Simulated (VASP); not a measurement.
# ZnSe (F-43m) in VASP: notebook, part 2 of 3

VASP 6.6.1.

**3. Vibrations by perturbation theory, PBEsol**

This run uses another cell than the first one, of 19.86 Å³/atom, 1.043 times its volume.

File INCAR:

```
SYSTEM = ZnSe
PREC     = Accurate       ! precision mode
ENCUT    = 520            ! plane-wave cutoff, eV
EDIFF    = 1E-8           ! SCF threshold, eV
ISMEAR   = 0              ! smearing method
SIGMA    = 0.01           ! smearing width, eV
LREAL    = .FALSE.        ! projectors in reciprocal space
LASPH    = .TRUE.         ! aspherical terms in the spheres
NELM     = 100            ! most SCF steps
ALGO     = Normal         ! electronic algorithm
ISIF     = 2              ! what is computed and relaxed
LWAVE    = .FALSE.        ! write WAVECAR
LCHARG   = .FALSE.        ! write CHGCAR
GGA      = PS             ! functional
IBRION   = 8              ! ionic algorithm
NSW      = 1              ! ionic steps
```

File KPOINTS:

```
Automatic mesh
0
G
  8 8 8
  0 0 0
```

File POSCAR:

```
ZnSe
1.0
    2.7082940006      2.7082940006      0.0000000000
   -2.7082940006      2.7082940006      0.0000000000
    0.0000000000      2.7082940006      2.7082940006
Zn Se
1 1
Direct
    0.0000000000      0.0000000000      0.0000000000
    0.7500000000      0.2500000000      0.5000000000
```

Potentials or basis: VASP PAW PBE potentials, release 64 (Zn, Se).

Started as:

```bash
$ cat potpaw_PBE.64/Zn/POTCAR potpaw_PBE.64/Se/POTCAR > POTCAR
$ mpirun -np 1 vasp_std > vasp.out
```

OUTCAR:

```text
SYSTEM = ZnSe
   PREC = Accurate
   ENCUT = 520
   EDIFF = 1E-8
   ISMEAR = 0
   LREAL = .FALSE.
   LASPH = .TRUE.
   NELM = 100
   ISIF = 2
   GGA = PS
   IBRION = 8
   NSW = 1

 ion  position               nearest neighbor table
   1  0.000  0.000  0.000-   2 2.35   2 2.35   2 2.35   2 2.35
   2  0.750  0.250  0.500-   1 2.35   1 2.35   1 2.35   1 2.35

  LATTYP: Found a face centered cubic cell.
 ALAT       =     5.4165880012
[... 641 lines left out ...]
 ------------------------------------
               1X          1Y          1Z          2X          2Y          2Z
  1X    -8.541849    0.000000    0.000000    8.541849    0.000000    0.000000
  1Y     0.000000   -8.541849    0.000000    0.000000    8.541849    0.000000
  1Z     0.000000    0.000000   -8.541849    0.000000    0.000000    8.541849
  2X     8.564574    0.000000    0.000000   -8.564574    0.000000    0.000000
  2Y     0.000000    8.564574    0.000000    0.000000   -8.564574    0.000000
  2Z     0.000000    0.000000    8.564574    0.000000    0.000000   -8.564574

 Eigenvectors and eigenvalues of the dynamical matrix
 ----------------------------------------------------

   1 f  =    7.644295 THz    48.030525 2PiTHz  254.986248 cm-1    31.614251 meV
             X         Y         Z           dx          dy          dz
      0.000000  0.000000  0.000000     0.000000    0.739152    0.000000
      1.354147  4.062441  1.354147     0.000000   -0.673539    0.000000
[... 21 lines left out ...]
   6 f/i=    0.005056 THz     0.031765 2PiTHz    0.168634 cm-1     0.020908 meV
             X         Y         Z           dx          dy          dz
      0.000000  0.000000  0.000000     0.000000    0.000000   -0.673539
      1.354147  4.062441  1.354147     0.000000    0.000000   -0.739152

--------------------------------------------------------------------------------------------------------

 ELASTIC MODULI CONTR FROM IONIC RELAXATION (kBar)
 Direction    XX          YY          ZZ          XY          YZ          ZX
 --------------------------------------------------------------------------------
 XX          -0.0000     -0.0000     -0.0000      0.0000      0.0000     -0.0000
 YY          -0.0000     -0.0000     -0.0000      0.0000      0.0000     -0.0000
 ZZ          -0.0000     -0.0000     -0.0000      0.0000      0.0000     -0.0000
 XY           0.0000      0.0000      0.0000   -527.1014     -0.0000      0.0000
 YZ           0.0000      0.0000      0.0000     -0.0000   -527.1014      0.0000
 ZX          -0.0000     -0.0000     -0.0000      0.0000      0.0000   -527.1014
 --------------------------------------------------------------------------------
```

OSZICAR:

```text
N       E                     dE             d eps       ncg     rms          rms(c)
DAV:   1     0.862025612214E+02    0.86203E+02   -0.92477E+03   754   0.168E+03
DAV:   2    -0.136010948504E+01   -0.87563E+02   -0.83811E+02   779   0.283E+02
DAV:   3    -0.689522873785E+01   -0.55351E+01   -0.55091E+01   974   0.717E+01
DAV:   4    -0.694566478741E+01   -0.50436E-01   -0.50428E-01   794   0.723E+00
DAV:   5    -0.694593071523E+01   -0.26593E-03   -0.26592E-03   904   0.526E-01    0.613E+00
[... 38 lines left out ...]
RMM:   7    -0.816431825739E-01    0.58548E-05    0.25357E-07  4312   0.116E-03    0.339E-04
RMM:   8    -0.816459560896E-01   -0.27735E-05   -0.43750E-08  4450   0.393E-04    0.451E-05
RMM:   9    -0.816459707547E-01   -0.14665E-07    0.27673E-08  4377   0.132E-04    0.114E-05
RMM:  10    -0.816458874851E-01    0.83270E-07    0.21885E-09  4245   0.344E-05    0.224E-06
RMM:  11    -0.816458810102E-01    0.64749E-08    0.48595E-09  3943   0.135E-05    0.259E-06
 Linear response finished
```

stdout:

```text
POSCAR found type information on POSCAR ZnSe
 POSCAR found :  2 types and       2 ions
 scaLAPACK will be used
 -----------------------------------------------------------------------------
|                                                                             |
|                                                                             |
|     You enforced a specific xc type in the INCAR file but a different       |
|     I HOPE YOU KNOW WHAT YOU ARE DOING!                                     |
|                                                                             |
 -----------------------------------------------------------------------------

 LDA part: xc-table for (Slater+PW92), standard interpolation
 POSCAR, INCAR and KPOINTS ok, starting setup
 FFT: planning ... GRIDC
 FFT: planning ... GRID_SOFT
 FFT: planning ... GRID
 WAVECAR not read
 entering main loop
 Linear response reoptimize wavefunctions to high precision
 Linear response DOF=           2
 Linear response progress:
 first order change of Fermi-energy   0.20840E+00
 force on displaced ion       1 direction 1 :  -8.542  -0.000  -0.000
 Linear response progress:
 first order change of Fermi-energy  -0.20906E+00
 force on displaced ion       2 direction 1 :  -8.565   0.000  -0.000
 Linear response finished
```

Wall time 88 s (1 thread of Intel Xeon Platinum 8488C (Sapphire Rapids), shared host); peak memory 0.26 GiB.

What came out:

```yaml
Highest_phonon_frequency_at_Γ_LO-TO_splitting_left_out: 255 cm⁻¹
```

Phonon frequencies in cm⁻¹ (negative: imaginary):
```
              q point        frequencies
(0.000, 0.000, 0.000)  0 0 0 255 255 255
```

Caveat: the cell wasn't relaxed at this level first, which shifts response properties; the PAW data sets were made with another functional, which shifts forces and pressure a little.

**4. Vibrations by perturbation theory, PBEsol**

This run uses another cell than the first one, of 20.47 Å³/atom, 1.075 times its volume.

File INCAR:

```
SYSTEM = ZnSe
PREC = Accurate ; ENCUT = 520
EDIFF = 1E-8 ; ISMEAR = 0
SIGMA = 0.01 ; LREAL = .False.
LASPH = .True. ; NELM = 80
ALGO = Normal ; ISIF = 2
LWAVE = .False. ; LCHARG = .False.
GGA = PS ; IBRION = 8
NSW = 1
```

File KPOINTS:

```
regular mesh
0
Gamma
  8 8 8
  0 0 0
```

File POSCAR:

```
ZnSe
1.0
    2.7354171504      2.7354171504      0.0000000000
   -2.7354171504      2.7354171504      0.0000000000
    0.0000000000      2.7354171504      2.7354171504
Zn Se
1 1
Direct
    0.0000000000      0.0000000000      0.0000000000
    0.7500000000      0.2500000000      0.5000000000
```

Potentials or basis: VASP PAW PBE potentials, release 64 (Zn, Se).

Started as:

```bash
$ cat potpaw_PBE.64/Zn/POTCAR potpaw_PBE.64/Se/POTCAR > POTCAR
$ mpirun -np 1 vasp_std > vasp.out
```

OUTCAR:

```text
SYSTEM = ZnSe
   PREC = Accurate
   ENCUT = 520
   EDIFF = 1E-8
   ISMEAR = 0
   LREAL = .False.
   LASPH = .True.
   NELM = 80
   ISIF = 2
   GGA = PS
   IBRION = 8
   NSW = 1

 ion  position               nearest neighbor table
   1  0.000  0.000  0.000-   2 2.37   2 2.37   2 2.37   2 2.37
   2  0.750  0.250  0.500-   1 2.37   1 2.37   1 2.37   1 2.37

  LATTYP: Found a face centered cubic cell.
 ALAT       =     5.4708343008

  Lattice vectors:

 A1 = (   0.0000000000,   2.7354171504,   2.7354171504)
 A2 = (   2.7354171504,   0.0000000000,   2.7354171504)
 A3 = (   2.7354171504,   2.7354171504,   0.0000000000)

Analysis of symmetry for initial positions (statically):
=====================================================================
 Subroutine PRICEL returns:
 Original cell was already a primitive cell.

 Routine SETGRP: Setting up the symmetry group for a
 face centered cubic supercell.

 Subroutine GETGRP returns: Found 24 space group operations
 (whereof 24 operations were pure point group operations)
 out of a pool of 48 trial point group operations.

The static configuration has the point symmetry T_d .

Analysis of symmetry for dynamics (positions and initial velocities):
=====================================================================
 Subroutine PRICEL returns:
 Original cell was already a primitive cell.

 Routine SETGRP: Setting up the symmetry group for a
 face centered cubic supercell.

 Subroutine GETGRP returns: Found 24 space group operations
 (whereof 24 operations were pure point group operations)
 out of a pool of 48 trial point group operations.

The dynamic configuration has the point symmetry T_d .

 Subroutine INISYM returns: Found 24 space group operations
 (whereof 24 operations are pure point group operations),
 and found     1 'primitive' translations

----------------------------------------------------------------------------------------

                                     Primitive cell

  volume of cell :      40.9356

  direct lattice vectors                    reciprocal lattice vectors
     2.735417150  2.735417150  0.000000000     0.182787477  0.182787477 -0.182787477
    -2.735417150  2.735417150  0.000000000    -0.182787477  0.182787477 -0.182787477
     0.000000000  2.735417150  2.735417150     0.000000000  0.000000000  0.365574954

  length of vectors
     3.868464033  3.868464033  3.868464033     0.316597197  0.316597197  0.365574954

  position of ions in fractional coordinates (direct lattice)
     0.000000000  0.000000000  0.000000000
     0.750000000  0.250000000  0.500000000

  ion indices of the primitive-cell ions
   primitive index   ion index
                 1           1
                 2           2
[... 140 lines left out ...]
      9       2.4577      2.00000
     10       4.0662      0.00000
     11       8.1333      0.00000
     12       8.1333      0.00000
     13       8.1333      0.00000
[... 354 lines left out ...]
  band No.  band energies     occupation
      1     -10.4123      2.00000
      2      -4.4364      2.00000
      3      -4.3781      2.00000
      4      -4.1345      2.00000
      5      -4.0702      2.00000
      6      -3.8157      2.00000
      7      -3.1166      2.00000
      8      -0.3726      2.00000
      9       0.6865      2.00000
     10       6.9080      0.00000
     11       7.7745      0.00000
     12      10.0658      0.00000
     13      11.3511      0.00000

 [... further k-points ...]

------------------------ aborting loop because EDIFF is reached ----------------------------------------

  FORCE on cell =-STRESS in cart. coord.  units (eV):
  Direction    XX          YY          ZZ          XY          YZ          ZX
  --------------------------------------------------------------------------------------
  -------------------------------------------------------------------------------------
  Total        1.8818340      1.8818340      1.8818340      0.0000000      0.0000000      0.0000000
  in kB       73.6531278     73.6531278     73.6531278      0.0000000      0.0000000      0.0000000
  external PRESSURE =      73.6531278 kB  Pullay stress =       0.0000000 kB

 VOLUME and BASIS-vectors are now :
 -----------------------------------------------------------------------------
  energy-cutoff  :      520.00
  volume of cell :       40.94
      direct lattice vectors                 reciprocal lattice vectors
     2.735417150  2.735417150  0.000000000     0.182787477  0.182787477 -0.182787477
    -2.735417150  2.735417150  0.000000000    -0.182787477  0.182787477 -0.182787477
     0.000000000  2.735417150  2.735417150     0.000000000  0.000000000  0.365574954

 POSITION                                       TOTAL-FORCE (eV/Angst)
 -----------------------------------------------------------------------------------
      0.00000      0.00000      0.00000         0.000000      0.000000      0.000000
      1.36771      4.10313      1.36771        -0.000000     -0.000000      0.000000
 -----------------------------------------------------------------------------------
    total drift:                               -0.000002     -0.000000     -0.000000

  FREE ENERGIE OF THE ION-ELECTRON SYSTEM (eV)
  ---------------------------------------------------
  free  energy   TOTEN  =        -6.6898959042 eV

  energy  without entropy=       -6.6898959042  energy(sigma->0) =       -6.68989590

[... ionic steps 2 to 3 ...]

--------------------------------------- Ionic step        4  -------------------------------------------

------------------------ aborting loop because EDIFF is reached ----------------------------------------

[... ionic steps 5 to 6 ...]

--------------------------------------- Ionic step        7  -------------------------------------------

 Free energy of the ion-electron system (eV)
  ---------------------------------------------------
  ---------------------------------------------------
  free energy    TOTEN  =        -0.08181772 eV

  energy without entropy =       -0.08181772

------------------------ aborting loop because EDIFF is reached ----------------------------------------

 INTERNAL STRAIN TENSOR  FOR ION    2  DIRECTION 1   (eV/Angst):
 -----------------------------------------------------------------------------
     0.02794  0.00000  0.00000
     0.00000 -0.03866  9.19093
     0.00000  9.19093 -0.03866

 INTERNAL STRAIN TENSOR FOR ION    2 for displacements in x,y,z  (eV/Angst):
          X           Y           Z          XY          YZ          ZX
  --------------------------------------------------------------------------------
  x     0.00000    -0.00000    -0.00000     0.00000     9.19093     0.00000
  y     0.00000     0.00000     0.00000     0.00000     0.00000     9.19093
  z    -0.00000    -0.00000     0.00000     9.19093     0.00000     0.00000

 SECOND DERIVATIVES (NOT SYMMETRIZED)
 ------------------------------------
               1X          1Y          1Z          2X          2Y          2Z
  1X    -7.769026   -0.000000    0.000000    7.769026    0.000000   -0.000000
  1Y     0.000000   -7.769026   -0.000000   -0.000000    7.769026    0.000000
  1Z     0.000000   -0.000000   -7.769026   -0.000000    0.000000    7.769026
  2X     7.792096    0.000000   -0.000000   -7.792096   -0.000000    0.000000
  2Y    -0.000000    7.792096    0.000000    0.000000   -7.792096   -0.000000
  2Z    -0.000000    0.000000    7.792096    0.000000   -0.000000   -7.792096

 Eigenvectors and eigenvalues of the dynamical matrix
 ----------------------------------------------------

   1 f  =    7.290800 THz    45.809447 2PiTHz  243.194910 cm-1    30.152312 meV
             X         Y         Z           dx          dy          dz
      0.000000  0.000000  0.000000     0.739100    0.000000    0.000000
      1.367709  4.103126  1.367709    -0.673596   -0.000000    0.000000
[... 21 lines left out ...]
   6 f/i=    0.005381 THz     0.033812 2PiTHz    0.179501 cm-1     0.022255 meV
             X         Y         Z           dx          dy          dz
      0.000000  0.000000  0.000000    -0.000000   -0.673596    0.000000
      1.367709  4.103126  1.367709    -0.000000   -0.739100    0.000000

--------------------------------------------------------------------------------------------------------

 ELASTIC MODULI CONTR FROM IONIC RELAXATION (kBar)
 Direction    XX          YY          ZZ          XY          YZ          ZX
 --------------------------------------------------------------------------------
 XX          -0.0000     -0.0000     -0.0000      0.0000      0.0000     -0.0000
 YY          -0.0000     -0.0000     -0.0000      0.0000      0.0000     -0.0000
 ZZ          -0.0000     -0.0000     -0.0000      0.0000      0.0000     -0.0000
 XY           0.0000      0.0000      0.0000   -425.2151     -0.0000      0.0000
 YZ           0.0000      0.0000      0.0000     -0.0000   -425.2151     -0.0000
 ZX          -0.0000     -0.0000     -0.0000      0.0000     -0.0000   -425.2151
 --------------------------------------------------------------------------------
```

OSZICAR:

```text
N       E                     dE             d eps       ncg     rms          rms(c)
DAV:   1     0.875254589226E+02    0.87525E+02   -0.92759E+03   754   0.166E+03
DAV:   2    -0.134380337264E+01   -0.88869E+02   -0.85097E+02   804   0.279E+02
[... 38 lines left out ...]
RMM:   4    -0.818113781197E-01   -0.39346E-03   -0.69612E-05  4229   0.543E-02    0.901E-03
RMM:   5    -0.818328431946E-01   -0.21465E-04   -0.47267E-06  4320   0.114E-02    0.467E-03
RMM:   6    -0.818203565236E-01    0.12487E-04   -0.79702E-07  4167   0.302E-03    0.185E-03
RMM:   7    -0.818149375047E-01    0.54190E-05    0.18513E-07  4302   0.113E-03    0.320E-04
RMM:   8    -0.818177096853E-01   -0.27722E-05   -0.42100E-10  4458   0.382E-04    0.427E-05
RMM:   9    -0.818177189869E-01   -0.93016E-08    0.31661E-08  4373   0.129E-04    0.107E-05
 Linear response finished
```

Wall time 100 s (1 thread of Intel Xeon Platinum 8488C (Sapphire Rapids), shared host); peak memory 0.29 GiB.

Results:

```yaml
Highest_phonon_frequency_at_Γ_LO-TO_splitting_left_out: 243 cm⁻¹
```

Phonon frequencies in cm⁻¹ (negative: imaginary):
```
              q point        frequencies
(0.000, 0.000, 0.000)  0 0 0 243 243 243
```

Caveat: the cell wasn't relaxed at this level first, which shifts response properties; the PAW data sets were made with another functional, which shifts forces and pressure a little.

(Continued in part 3 of 3.)
